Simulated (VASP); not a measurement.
The system is FePt.

```
Pt Fe
1.0
     2.77692    0.00000    0.00000
     0.00000    2.77692    0.00000
     0.00000    0.00000    3.79296
Pt Fe
1 1
Direct
  0.50000 0.50000 0.50000
  0.00000 0.00000 0.00000
```

Base run:

```yaml
Program: VASP 6.6.1
Functional: PBE
Potentials_or_basis: VASP PAW PBE potentials, release 64 (Pt, Fe)
Cutoff: 520 eV
k_mesh: 10 × 10 × 7
Occupations: fermi-dirac, width 0.05 eV
Spin: collinear spin, ferromagnetic start
Starting_moments: "[0.0, 3.0] μB"
```

Its results: pressure -7.9 GPa; net moment 3.39 μB per cell; site moments Pt +0.35; Fe +3.02 μB.

Question: The run is repeated on the same cell with these changes: functional from PBE to r2SCAN; further incar settings from ALGO = Fast; EDIFF = 1e-07; NBANDS = 20 to ALGO = Normal; EDIFF = 1e-07; NBANDS = 20. What comes out?

Answer: Pressure -9.6 GPa; net moment 3.62 μB per cell; site moments Pt +0.35; Fe +3.31 μB.

Caveats: the cell stands under tension; the PAW data sets were made with another functional, which shifts forces and pressure a little (at least some runs).
